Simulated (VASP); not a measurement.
# Mo (P6/mmm) in VASP: notebook

The runs below take Mo through single point, with PBEsol.

Everything below comes from runs of VASP 6.6.1. Logs are shortened: lines on timing, memory, paths and dates and some standing lists are left out, and cuts for length are marked.

## Step 1: The cell of the first run

Symmetry: P6/mmm, No. 191, hexagonal system. Conventional cell: a = 2.742 Å, b = 2.742 Å, c = 2.492 Å, α = 90.00°, β = 90.00°, γ = 120.00°. Mo (site symmetry 6/mmm) has 8 Mo at 2.49 to 2.74 Å within 3.3 Å.

This isn't the form of Mo at room conditions, which is bcc.

## Step 2: Single point, PBEsol

INCAR reads:

```
SYSTEM = Mo
ALGO = Fast ; EDIFF = 1E-6
ENCUT = 520 ; GGA = PS
ISIF = 2 ; ISMEAR = 0
LASPH = .TRUE. ; LCHARG = .FALSE.
LREAL = .FALSE. ; LWAVE = .FALSE.
NBANDS = 13 ; NELM = 100
PREC = Accurate ; SIGMA = 0.15
```

KPOINTS reads:

```
k-points
0
G
  24 24 24
  0 0 0
```

POSCAR reads:

```
Mo
1.0
    2.7423354202      0.0000000000      0.0000000000
   -1.3711677101      2.3749321396      0.0000000000
    0.0000000000      0.0000000000      2.4920710759
Mo
1
Direct
    0.0000000000      0.0000000000      0.5000000000
```

Potentials or basis: VASP PAW PBE potentials, release 64 (Mo_sv).

Launch:

```sh
> cat potpaw_PBE.64/Mo_sv/POTCAR > POTCAR
> mpirun -np 1 vasp_std > vasp.out
```

OUTCAR:

```text
SYSTEM = Mo
   EDIFF = 1E-6
   ENCUT = 520
   GGA = PS
   ISIF = 2
   ISMEAR = 0
   LASPH = .TRUE.
   LREAL = .FALSE.
   NELM = 100
   PREC = Accurate

 ion  position               nearest neighbor table
   1  0.000  0.000  0.500-

  LATTYP: Found a hexagonal cell.
 ALAT       =     2.7423354202
 C/A-ratio  =     0.9087404325

  Lattice vectors:

 A1 = (   2.7423354202,   0.0000000000,   0.0000000000)
 A2 = (  -1.3711677101,   2.3749321396,   0.0000000000)
 A3 = (   0.0000000000,   0.0000000000,   2.4920710759)

Analysis of symmetry for initial positions (statically):
=====================================================================
 Subroutine PRICEL returns:
 Original cell was already a primitive cell.

 Routine SETGRP: Setting up the symmetry group for a
 hexagonal supercell.

 Subroutine GETGRP returns: Found 24 space group operations
 (whereof 24 operations were pure point group operations)
 out of a pool of 24 trial point group operations.

The static configuration has the point symmetry D_6h.

Analysis of symmetry for dynamics (positions and initial velocities):
=====================================================================
 Subroutine PRICEL returns:
 Original cell was already a primitive cell.

 Routine SETGRP: Setting up the symmetry group for a
 hexagonal supercell.

 Subroutine GETGRP returns: Found 24 space group operations
 (whereof 24 operations were pure point group operations)
 out of a pool of 24 trial point group operations.

The dynamic configuration has the point symmetry D_6h.

 Subroutine INISYM returns: Found 24 space group operations
 (whereof 24 operations are pure point group operations),
 and found     1 'primitive' translations

----------------------------------------------------------------------------------------

                                     Primitive cell

  volume of cell :      16.2305

  direct lattice vectors                    reciprocal lattice vectors
     2.742335420  0.000000000  0.000000000     0.364652694  0.210532331  0.000000000
    -1.371167710  2.374932140  0.000000000     0.000000000  0.421064663  0.000000000
     0.000000000  0.000000000  2.492071076     0.000000000  0.000000000  0.401272664

  length of vectors
     2.742335420  2.742335420  2.492071076     0.421064663  0.421064663  0.401272664

  position of ions in fractional coordinates (direct lattice)
     0.000000000  0.000000000  0.500000000

  ion indices of the primitive-cell ions
   primitive index   ion index
                 1           1

----------------------------------------------------------------------------------------

 KPOINTS: k-points

Automatic generation of k-mesh.
 Grid dimensions read from file:
 generate k-points for:   24   24   24

 Generating k-lattice:

  Cartesian coordinates                     Fractional coordinates (reciprocal lattice)
     0.015193862  0.008772180  0.000000000     0.041666667 -0.000000000  0.000000000
     0.000000000  0.017544361  0.000000000     0.000000000  0.041666667  0.000000000
     0.000000000  0.000000000  0.016719694     0.000000000  0.000000000  0.041666667

  Length of vectors
     0.017544361  0.017544361  0.016719694

  Shift w.r.t. Gamma in fractional coordinates (k-lattice)
     0.000000000  0.000000000  0.000000000

 Subroutine IBZKPT returns following result:
 ===========================================

 Found    793 irreducible k-points:

 Following reciprocal coordinates:
            Coordinates               Weight
  0.000000  0.000000  0.000000      1.000000
  0.041667  0.000000  0.000000      6.000000
  0.083333  0.000000  0.000000      6.000000
  0.125000  0.000000  0.000000      6.000000
  0.166667  0.000000  0.000000      6.000000
  0.208333  0.000000  0.000000      6.000000
[... 16 lines left out ...]
  0.416667  0.041667  0.000000     12.000000
  0.458333  0.041667  0.000000     12.000000
 [... further k-points ...]
   k-points           NKPTS =    793   k-points in BZ     NKDIM =    793   number of bands    NBANDS=     13
   number of dos      NEDOS =    301   number of ions     NIONS =      1
   total plane-waves  NPLWV =   8000
   dimension x,y,z NGX =    20 NGY =   20 NGZ =   20
   dimension x,y,z NGXF=    40 NGYF=   40 NGZF=   40
   ions per type =               1
   NGX,Y,Z   is equivalent  to a cutoff of  12.12, 12.12, 13.34 a.u.
   NGXF,Y,Z  is equivalent  to a cutoff of  24.25, 24.25, 26.68 a.u.
 SYSTEM =  Mo
   PREC   = accura    normal or accurate (medium, high low for compatibility)
   ISTART =      0    job   : 0-new  1-cont  2-samecut
   ICHARG =      2    charge: 1-file 2-atom 10-const
   ISPIN  =      1    spin polarized calculation?
   LNONCOLLINEAR =      F non collinear calculations
   LSORBIT =      F    spin-orbit coupling
   LASPH  =      T    aspherical Exc in radial PAW
   ENCUT  =  520.0 eV  38.22 Ry    6.18 a.u.   5.10  5.10  4.63*2*pi/ulx,y,z
   NELM   =    100;   NELMIN=  2; NELMDL= -5     # of ELM steps
   EDIFF  = 0.1E-05   stopping-criterion for ELM
   LREAL  =      F    real-space projection
   EDIFFG = 0.1E-04   stopping-criterion for IOM
   NSW    =      0    number of steps for IOM
   IBRION =     -1    ionic relax: 0-MD 1-quasi-New 2-CG
   NFREE  =      0    steps in history (QN), initial steepest desc. (CG)
   ISIF   =      2    stress and relaxation
   ISYM   =      2    0-nonsym 1-usesym 2-fastsym
   POTIM  = 0.5000    time-step for ionic-motion
   TEBEG  =    0.0;   TEEND  =   0.0 temperature during run
   PSTRESS=    0.0 pullay stress
   NELECT =      14.0000    total number of electrons
   NUPDOWN=      -1.0000    fix difference up-down
   EMIN   =  10.00;   EMAX   =-10.00  energy-range for DOS
   EFERMI =   0.00;   METHOD = LEGACY
   ISMEAR =     0;   SIGMA  =   0.15  broadening in eV -4-tet -1-fermi 0-gaus
   EFERMI_NEDOS =   21; number of points for ismear=-14 and -15
   IALGO  =     68    algorithm
   IMIX   =      4    mixing-type and parameters
     AMIX     =   0.40;   BMIX     =  1.00
     AMIX_MAG =   1.60;   BMIX_MAG =  1.00
  volume/ion in A,a.u.               =      16.23       109.53
  Fermi-wavevector in a.u.,A,eV,Ry     =   1.558380  2.944912 33.042416  2.428549
  Thomas-Fermi vector in A             =   2.661893
   LORBIT       =      0    0 simple, 1 ext, 2 COOP (PROOUT), +10 PAW based schemes
   GGA     = PS    functional components
   LHFCALC =     F    Hartree Fock is set to
   AEXX    =    0.0000 exact exchange contribution
   IVDW    =     0    specifies the selected vdW correction
   LEPSILON=     F    determine dielectric tensor
   LRPA    =     F    only Hartree local field effects (RPA)
 non-spin polarized calculation
 RMM-DIIS sequential band-by-band and
 Gauss-broadening in eV      SIGMA  =   0.15
  energy-cutoff  :      520.00
  volume of cell :       16.23
 maximum number of plane-waves:       454
   NGX = 11   NGY = 11   NGZ =  9

 number of electron      14.0000006 magnetization

 Free energy of the ion-electron system (eV)
  ---------------------------------------------------
  ext. energy  EPLUGINS =         0.00000000
  ---------------------------------------------------
  free energy    TOTEN  =       -10.87844884 eV

  energy without entropy =      -10.86845731  energy(sigma->0) =      -10.87345307

 E-fermi :  11.6878     XC(G=0): -13.2281

 val. band max:       11.6876521364   @ k =   0.3333   0.3333   0.3750
 cond. band min:      11.6878401013   @ k =   0.2083   0.1667   0.3333
 fundamental gap:      0.0001879649
 Fermi energy:        11.6877997823

 k-point     1 :       0.0000    0.0000    0.0000
  band No.  band energies     occupation
      1     -49.2321      2.00000
      2     -22.5362      2.00000
      3     -22.5362      2.00000
      4     -22.2856      2.00000
      5       4.8482      2.00000
      6       7.2401      2.00000
      7      10.7493      2.00000
      8      10.7493      2.00000
      9      16.0803      0.00000
     10      16.0803      0.00000
     11      24.5361      0.00000
     12      28.3715      0.00000
     13      32.1231      0.00000

 k-point     2 :       0.0417    0.0000    0.0000
  band No.  band energies     occupation
      1     -49.2284      2.00000
      2     -22.5611      2.00000
      3     -22.5418      2.00000
      4     -22.2831      2.00000
      5       4.9177      2.00000
      6       7.2675      2.00000
      7      10.6787      2.00000
      8      10.8121      2.00000
      9      16.0097      0.00000
     10      16.0687      0.00000
     11      24.6969      0.00000
     12      28.5064      0.00000
     13      31.7555      0.00000

 k-point     3 :       0.0833    0.0000    0.0000
  band No.  band energies     occupation
      1     -49.2176      2.00000
      2     -22.6339      2.00000
      3     -22.5580      2.00000
      4     -22.2758      2.00000
      5       5.1198      2.00000
      6       7.3485      2.00000
      7      10.4845      2.00000
      8      10.9989      2.00000
      9      15.8096      0.00000
     10      16.0347      0.00000
     11      25.1546      0.00000
     12      28.8968      0.00000
     13      30.8731      0.00000
[... 305 lines left out ...]
 k-point    23 :       0.4167    0.0417    0.0000
  band No.  band energies     occupation
      1     -49.0180      2.00000
      2     -23.8483      2.00000
      3     -22.8569      2.00000
      4     -22.1428      2.00000
      5       6.8382      2.00000
      6       8.2894      2.00000
      7      12.2129      0.00000
      8      13.2025      0.00000
      9      15.4238      0.00000
     10      15.8728      0.00000
     11      22.1440      0.00000
     12      25.2063      0.00000
     13      29.2189      0.00000

 k-point    24 :       0.4583    0.0417    0.0000
  band No.  band energies     occupation
      1     -49.0104      2.00000
      2     -23.8910      2.00000
      3     -22.8677      2.00000
      4     -22.1378      2.00000
      5       6.7842      2.00000
      6       8.3550      2.00000
      7      12.5211      0.00000
      8      13.1264      0.00000
      9      15.4024      0.00000
     10      16.1737      0.00000
     11      21.8331      0.00000
     12      24.8811      0.00000
     13      28.9651      0.00000

 [... further k-points ...]

------------------------ aborting loop because EDIFF is reached ----------------------------------------

  FORCE on cell =-STRESS in cart. coord.  units (eV):
  Direction    XX          YY          ZZ          XY          YZ          ZX
  --------------------------------------------------------------------------------------
  -------------------------------------------------------------------------------------
  Total        0.0911913      0.0911913      0.0262822      0.0000000      0.0000000      0.0000000
  in kB        9.0018474      9.0018474      2.5944220      0.0000000      0.0000000      0.0000000
  external PRESSURE =       6.8660389 kB  Pullay stress =       0.0000000 kB

 VOLUME and BASIS-vectors are now :
 -----------------------------------------------------------------------------
  energy-cutoff  :      520.00
  volume of cell :       16.23
      direct lattice vectors                 reciprocal lattice vectors
     2.742335420  0.000000000  0.000000000     0.364652694  0.210532331  0.000000000
    -1.371167710  2.374932140  0.000000000     0.000000000  0.421064663  0.000000000
     0.000000000  0.000000000  2.492071076     0.000000000  0.000000000  0.401272664

 POSITION                                       TOTAL-FORCE (eV/Angst)
 -----------------------------------------------------------------------------------
      0.00000      0.00000      1.24604        -0.000000      0.000000      0.000000
 -----------------------------------------------------------------------------------
    total drift:                               -0.000000      0.000000      0.000000

  FREE ENERGIE OF THE ION-ELECTRON SYSTEM (eV)
  ---------------------------------------------------
  free  energy   TOTEN  =       -10.8784488364 eV

  energy  without entropy=      -10.8684573115  energy(sigma->0) =      -10.87345307
```

Wall time 2.8 min (1 thread of AMD EPYC 7R43 (Zen 3), shared host); peak memory 0.22 GiB.

What came out:

```
Free energy            : -10.8784 eV
Pressure               : 0.7 GPa
Band gap on the k mesh : zero (bands 7 and 8 overlap by 1.94 eV)
```

Levels at points of the mesh, in eV from the Fermi level:
| k point | band 5 | band 6 | band 7 | band 8 | band 9 | band 10 |
| --- | --- | --- | --- | --- | --- | --- |
| (0.00, 0.00, 0.00) | -6.84 | -4.45 | -0.94 | -0.94 | 4.39 | 4.39 |
| (0.50, 0.00, 0.00) | -4.98 | -3.33 | 1.00 | 1.41 | 3.75 | 4.39 |
| (0.00, 0.00, 0.50) | -3.55 | 0.03 | 0.03 | 0.29 | 0.55 | 0.55 |
| (0.50, 0.00, 0.50) | -5.51 | -3.24 | -0.71 | 4.82 | 6.44 | 6.62 |

Caveat: the PAW data sets were made with another functional, which shifts forces and pressure a little.

## Step 3: Single point, PBEsol

INCAR reads:

```
SYSTEM = Mo
ALGO = Fast
EDIFF = 1E-6
ENCUT = 520
GGA = PS
ISIF = 2
ISMEAR = 0
LASPH = .TRUE.
LCHARG = .FALSE.
LREAL = .FALSE.
LWAVE = .FALSE.
NBANDS = 13
NELM = 60
PREC = Accurate
SIGMA = 0.15
```

KPOINTS reads:

```
k-points
0
G
  30 30 26
  0 0 0
```

POSCAR is that of step 2.

Potentials or basis: VASP PAW PBE potentials, release 64 (Mo_sv).

Launch:

```sh
> cat potpaw_PBE.64/Mo_sv/POTCAR > POTCAR
> mpirun -np 1 vasp_std > vasp.out
```

OUTCAR:

```text
SYSTEM = Mo
   EDIFF = 1E-6
   ENCUT = 520
   GGA = PS
   ISIF = 2
   ISMEAR = 0
   LASPH = .TRUE.
   LREAL = .FALSE.
   NELM = 60
   PREC = Accurate

 ion  position               nearest neighbor table
   1  0.000  0.000  0.500-

  LATTYP: Found a hexagonal cell.
 ALAT       =     2.7423354202
 C/A-ratio  =     0.9087404325

  Lattice vectors:

 A1 = (   2.7423354202,   0.0000000000,   0.0000000000)
[... 564 lines left out ...]
     12      27.8849      0.00000
     13      30.1476      0.00000

 [... further k-points ...]

------------------------ aborting loop because EDIFF is reached ----------------------------------------

  FORCE on cell =-STRESS in cart. coord.  units (eV):
  Direction    XX          YY          ZZ          XY          YZ          ZX
  --------------------------------------------------------------------------------------
  -------------------------------------------------------------------------------------
  Total        0.0886193      0.0886193      0.1129776      0.0000000     -0.0000000      0.0000000
  in kB        8.7479609      8.7479609     11.1524582      0.0000000     -0.0000000      0.0000000
  external PRESSURE =       9.5494600 kB  Pullay stress =       0.0000000 kB

 VOLUME and BASIS-vectors are now :
 -----------------------------------------------------------------------------
  energy-cutoff  :      520.00
  volume of cell :       16.23
      direct lattice vectors                 reciprocal lattice vectors
     2.742335420  0.000000000  0.000000000     0.364652694  0.210532331  0.000000000
    -1.371167710  2.374932140  0.000000000     0.000000000  0.421064663  0.000000000
     0.000000000  0.000000000  2.492071076     0.000000000  0.000000000  0.401272664

 POSITION                                       TOTAL-FORCE (eV/Angst)
 -----------------------------------------------------------------------------------
      0.00000      0.00000      1.24604         0.000000      0.000000      0.000000
 -----------------------------------------------------------------------------------
    total drift:                               -0.000000     -0.000000      0.000000

  FREE ENERGIE OF THE ION-ELECTRON SYSTEM (eV)
  ---------------------------------------------------
  free  energy   TOTEN  =       -10.8772678856 eV

  energy  without entropy=      -10.8669321117  energy(sigma->0) =      -10.87210000
```

OSZICAR:

```text
N       E                     dE             d eps       ncg     rms          rms(c)
DAV:   1     0.109821141471E+03    0.10982E+03   -0.91638E+03 33529   0.112E+03
DAV:   2    -0.100123345187E+02   -0.11983E+03   -0.11591E+03 37389   0.331E+02
DAV:   3    -0.114109143116E+02   -0.13986E+01   -0.13943E+01 38699   0.364E+01
DAV:   4    -0.114149980828E+02   -0.40838E-02   -0.40836E-02 37729   0.222E+00
DAV:   5    -0.114150304184E+02   -0.32336E-04   -0.32337E-04 39359   0.167E-01    0.149E+01
RMM:   6    -0.109417157209E+02    0.47331E+00   -0.55567E-01 33141   0.687E+00    0.487E+00
RMM:   7    -0.108806582028E+02    0.61058E-01   -0.15315E-01 33884   0.353E+00    0.730E-01
RMM:   8    -0.108774109784E+02    0.32472E-02   -0.93242E-03 36667   0.107E+00    0.156E-01
RMM:   9    -0.108772707043E+02    0.14027E-03   -0.84988E-04 37673   0.318E-01    0.326E-02
RMM:  10    -0.108772675964E+02    0.31079E-05   -0.15120E-04 38190   0.138E-01    0.185E-02
RMM:  11    -0.108772680857E+02   -0.48924E-06   -0.15676E-05 37342   0.446E-02    0.331E-03
RMM:  12    -0.108772678856E+02    0.20006E-06   -0.47568E-06 28253   0.214E-02
   1 F= -.10877268E+02 E0= -.10872100E+02  d E =-.103358E-01
```

Run time: 5.8 min. Hardware: 1 thread of AMD EPYC 7R43 (Zen 3), shared host; peak memory 0.3 GiB.

Results:

| Quantity | Value |
| --- | --- |
| Free energy | -10.8773 eV |
| Pressure | 1.0 GPa |
| Band gap on the k mesh | zero (bands 7 and 8 overlap by 1.94 eV) |

Caveat: the PAW data sets were made with another functional, which shifts forces and pressure a little.
